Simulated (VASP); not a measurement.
# Zr (P6_3/mmc) in VASP: notebook, part 2 of 2

VASP 6.6.1. Earlier steps stand in the parts before.

## 3. Single point, PBEsol+U

INCAR reads:

```
SYSTEM = Zr
  PREC = Accurate
  ENCUT = 520
  EDIFF = 1E-7
  ISMEAR = -1
  SIGMA = 0.05
  LREAL = .False.
  LASPH = .True.
  NELM = 150
  ALGO = Normal
  ISIF = 2
  LWAVE = .False.
  LCHARG = .False.
  LMAXMIX = 4
  LDAU = .True.
  LDAUTYPE = 2
  LDAUL = 2
  LDAUU = 4
  LDAUJ = 0
  LDAUPRINT = 1
  GGA = PS
  NBANDS = 19
```

KPOINTS reads:

```
Automatic mesh
0
Gamma
  9 9 5
  0 0 0
```

POSCAR reads:

```
Zr
1.0
    3.2320000000      0.0000000000      0.0000000000
   -1.6160000000      2.7989941050      0.0000000000
    0.0000000000      0.0000000000      5.1470000000
Zr
2
Direct
    0.6666666667      0.3333333333      0.7500000000
    0.3333333333      0.6666666667      0.2500000000
```

Potentials or basis: VASP PAW PBE potentials, release 64 (Zr_sv).

Command:

```sh
cat potpaw_PBE.64/Zr_sv/POTCAR > POTCAR
mpirun -np 1 vasp_std > vasp.out
```

It took 10 s on 1 thread of Intel Xeon 6975P-C (Granite Rapids), shared host; peak memory 0.16 GiB.

Results (log left out):

```
Free energy            : -12.9259 eV
Pressure               : 7.2 GPa
Band gap on the k mesh : zero (band 12 reaches 10.57 eV, above the bottom of band 13 at 9.15 eV)
```

Stress tensor (GPa, compression positive):
```
7.35 0.00 0.00
0.00 7.35 0.00
0.00 0.00 6.94
```

Levels at points of the mesh, in eV from the Fermi level:
| k point | band 8 | band 9 | band 10 | band 11 | band 12 | band 13 | band 14 | band 15 | band 16 | band 17 |
| --- | --- | --- | --- | --- | --- | --- | --- | --- | --- | --- |
| (0.00, 0.00, 0.00) | -27.23 | -6.32 | -3.23 | 0.53 | 1.08 | 1.08 | 1.21 | 1.81 | 1.81 | 2.53 |

Eigenvalues of the final occupation matrices:
| site | spin | trace | eigenvalues |
| --- | --- | --- | --- |
| site 1 d | 1 | 0.73 | 0.12 0.12 0.16 0.16 0.17 |
| site 1 d | 2 | 0.73 | 0.12 0.12 0.16 0.16 0.17 |
| site 2 d | 1 | 0.73 | 0.12 0.12 0.16 0.16 0.17 |
| site 2 d | 2 | 0.73 | 0.12 0.12 0.16 0.16 0.17 |

Caveat: the PAW data sets were made with another functional, which shifts forces and pressure a little; U without spin polarisation on a metal has little footing; the U is typed as a test and isn't derived for this compound.

## 4. Single point, PBEsol+U

INCAR reads:

```
SYSTEM = Zr
PREC = Accurate
ENCUT = 520
EDIFF = 1E-6
ISMEAR = -1
SIGMA = 0.05
LREAL = .FALSE.
LASPH = .TRUE.
NELM = 150
ALGO = Normal
ISIF = 2
LWAVE = .FALSE.
LCHARG = .FALSE.
LMAXMIX = 4
LDAU = .TRUE.
LDAUTYPE = 2
LDAUL = 2
LDAUU = 5
LDAUJ = 0
LDAUPRINT = 1
GGA = PS
NBANDS = 19
```

KPOINTS reads:

```
regular mesh
0
G
  9 9 5
  0 0 0
```

POSCAR is that of step 3.

Potentials or basis: VASP PAW PBE potentials, release 64 (Zr_sv).

Command:

```sh
cat potpaw_PBE.64/Zr_sv/POTCAR > POTCAR
mpirun -np 1 vasp_std > vasp.out
```

OUTCAR:

```text
SYSTEM = Zr
   PREC = Accurate
   ENCUT = 520
   EDIFF = 1E-6
   ISMEAR = -1
   LREAL = .FALSE.
   LASPH = .TRUE.
   NELM = 150
   ISIF = 2
   GGA = PS

 ion  position               nearest neighbor table
   1  0.667  0.333  0.750-   2 3.18   2 3.18   2 3.18   2 3.18   2 3.18   2 3.18
   2  0.333  0.667  0.250-   1 3.18   1 3.18   1 3.18   1 3.18   1 3.18   1 3.18

  LATTYP: Found a hexagonal cell.
 ALAT       =     3.2320000000
 C/A-ratio  =     1.5925123762

  Lattice vectors:

 A1 = (   3.2320000000,   0.0000000000,   0.0000000000)
 A2 = (  -1.6160000000,   2.7989941050,   0.0000000000)
 A3 = (   0.0000000000,   0.0000000000,   5.1470000000)

Analysis of symmetry for initial positions (statically):
=====================================================================
 Subroutine PRICEL returns:
 Original cell was already a primitive cell.

 Routine SETGRP: Setting up the symmetry group for a
 hexagonal supercell.

[... 226 lines left out ...]

 number of electron      24.0000000 magnetization

 Free energy of the ion-electron system (eV)
  ---------------------------------------------------
  ext. energy  EPLUGINS =         0.00000000
  ---------------------------------------------------
  free energy    TOTEN  =       -11.70819315 eV

  energy without entropy =      -11.69699542  energy(sigma->0) =      -11.70259429

 E-fermi :   9.6261     XC(G=0): -11.2559

 val. band max:        9.5439726033   @ k =   0.1111   0.1111   0.4000
 cond. band min:       9.6314607266   @ k =   0.1111   0.0000   0.0000
 fundamental gap:      0.0874881232
 Fermi energy:         9.6260814343

 k-point     1 :       0.0000    0.0000    0.0000
  band No.  band energies     occupation
      1     -40.3399      2.00000
      2     -40.1881      2.00000
      3     -18.8391      2.00000
      4     -17.9684      2.00000
      5     -17.9684      2.00000
      6     -17.8531      2.00000
[... 505 lines left out ...]
      6     -18.2324      2.00000
[... 11 lines left out ...]
     18      14.4661      0.00000
     19      15.9106      0.00000

 [... further k-points ...]
[... 5 lines left out ...]
  --------------------------------------------------------------------------------------
  -------------------------------------------------------------------------------------
  Total        2.9974030      2.9974030      2.8488096     -0.0000000     -0.0000000      0.0000000
  in kB      103.1402596    103.1402596     98.0271785     -0.0000000     -0.0000000      0.0000000
  external PRESSURE =     101.4358993 kB  Pullay stress =       0.0000000 kB

 VOLUME and BASIS-vectors are now :
 -----------------------------------------------------------------------------
  energy-cutoff  :      520.00
  volume of cell :       46.56
      direct lattice vectors                 reciprocal lattice vectors
     3.232000000  0.000000000  0.000000000     0.309405941  0.178635603  0.000000000
    -1.616000000  2.798994105  0.000000000     0.000000000  0.357271206  0.000000000
     0.000000000  0.000000000  5.147000000     0.000000000  0.000000000  0.194287935

 POSITION                                       TOTAL-FORCE (eV/Angst)
 -----------------------------------------------------------------------------------
      1.61600      0.93300      3.86025        -0.000000      0.000000      0.000000
     -0.00000      1.86600      1.28675         0.000000     -0.000000      0.000000
 -----------------------------------------------------------------------------------
    total drift:                               -0.000000      0.000000     -0.000000

  FREE ENERGIE OF THE ION-ELECTRON SYSTEM (eV)
  ---------------------------------------------------
  free  energy   TOTEN  =       -11.7081931534 eV

  energy  without entropy=      -11.6969954201  energy(sigma->0) =      -11.70259429
```

stdout:

```text
POSCAR found type information on POSCAR Zr
 POSCAR found :  1 types and       2 ions
 scaLAPACK will be used
 -----------------------------------------------------------------------------
|                                                                             |
|                                                                             |
|     You enforced a specific xc type in the INCAR file but a different       |
|     I HOPE YOU KNOW WHAT YOU ARE DOING!                                     |
|                                                                             |
 -----------------------------------------------------------------------------

 LDA part: xc-table for (Slater+PW92), standard interpolation
 POSCAR, INCAR and KPOINTS ok, starting setup
 FFT: planning ... GRIDC
 FFT: planning ... GRID_SOFT
 FFT: planning ... GRID
 WAVECAR not read
 entering main loop
```

Wall time 8.7 s (1 thread of Intel Xeon 6975P-C (Granite Rapids), shared host); peak memory 0.16 GiB.

Results:

| Item | Value |
| --- | --- |
| Free energy | -11.7082 eV |
| Pressure | 10.1 GPa |
| Band gap on the k mesh | zero (band 12 reaches 10.79 eV, above the bottom of band 13 at 9.30 eV) |

Levels at points of the mesh, in eV from the Fermi level:
| k point | band 9 | band 10 | band 11 | band 12 | band 13 | band 14 | band 15 | band 16 |
| --- | --- | --- | --- | --- | --- | --- | --- | --- |
| (0.00, 0.00, 0.00) | -6.45 | -3.25 | 0.38 | 1.16 | 1.16 | 1.29 | 1.91 | 1.91 |

Eigenvalues of the final occupation matrices:
```tsv
site	spin	trace	eigenvalues
site 1 d	1	0.70	0.11 0.11 0.15 0.15 0.16
site 1 d	2	0.70	0.11 0.11 0.15 0.15 0.16
site 2 d	1	0.70	0.11 0.11 0.15 0.15 0.16
site 2 d	2	0.70	0.11 0.11 0.15 0.15 0.16
```

Caveat: the PAW data sets were made with another functional, which shifts forces and pressure a little; U without spin polarisation on a metal has little footing; the U is typed as a test and isn't derived for this compound.

## 5. Single point, PBEsol+U

INCAR reads:

```
SYSTEM = Zr
  PREC = Accurate
  ENCUT = 520
  EDIFF = 1E-6
  ISMEAR = -1
  SIGMA = 0.05
  LREAL = .FALSE.
  LASPH = .TRUE.
  NELM = 150
  ALGO = Fast
  ISIF = 2
  LWAVE = .FALSE.
  LCHARG = .FALSE.
  LMAXMIX = 4
  LDAU = .TRUE.
  LDAUTYPE = 2
  LDAUL = 2
  LDAUU = 6
  LDAUJ = 0
  LDAUPRINT = 1
  GGA = PS
  NBANDS = 19
```

KPOINTS reads:

```
Automatic mesh
0
G
  9 9 5
  0 0 0
```

POSCAR is that of step 4.

Command:

```sh
cat potpaw_PBE.64/Zr_sv/POTCAR > POTCAR
mpirun -np 1 vasp_std > vasp.out
```

It took 17 s on 1 thread of Intel Xeon 6975P-C (Granite Rapids), shared host; peak memory 0.16 GiB.

It converged, with:

- Free energy: -10.5297 eV
- Pressure: 13.2 GPa
- Band gap on the k mesh: zero (band 12 reaches 11.01 eV, above the bottom of band 13 at 9.45 eV)

Stress tensor (GPa, compression positive):
```
13.35  0.00  0.00
 0.00 13.35  0.00
 0.00  0.00 12.93
```

Levels at points of the mesh, in eV from the Fermi level:
| k point | band 10 | band 11 | band 12 | band 13 | band 14 | band 15 |
| --- | --- | --- | --- | --- | --- | --- |
| (0.00, 0.00, 0.00) | -3.28 | 0.24 | 1.25 | 1.25 | 1.38 | 2.00 |

Eigenvalues of the final occupation matrices:
```csv
site,spin,trace,eigenvalues
site 1 d,1,0.67,0.11 0.11 0.15 0.15 0.16
site 1 d,2,0.67,0.11 0.11 0.15 0.15 0.16
site 2 d,1,0.67,0.11 0.11 0.15 0.15 0.16
site 2 d,2,0.67,0.11 0.11 0.15 0.15 0.16
```

Caveat: the PAW data sets were made with another functional, which shifts forces and pressure a little; U without spin polarisation on a metal has little footing; the U is typed as a test and isn't derived for this compound.

## 6. Overview

```csv
U,gap on the mesh (eV),pressure (GPa)
Zr d U = 3.0 eV,none,4.5
Zr d U = 4.0 eV,none,7.2
Zr d U = 5.0 eV,none,10.1
Zr d U = 6.0 eV,none,13.2
```

Alike in all rows: task single point; level PBEsol+U; potentials or basis VASP PAW PBE potentials, release 64 (Zr_sv); no spin polarisation; cell as given; k mesh 9 × 9 × 5; cutoff (eV) 520; smearing fermi-dirac 0.05 eV.

Every run on the cell as given and a fine mesh finds a metal.

Caveats: the PAW data sets were made with another functional, which shifts forces and pressure a little; U without spin polarisation on a metal has little footing; the U is typed as a test and isn't derived for this compound.

Absolute energies hang on the potentials; compare differences alone.
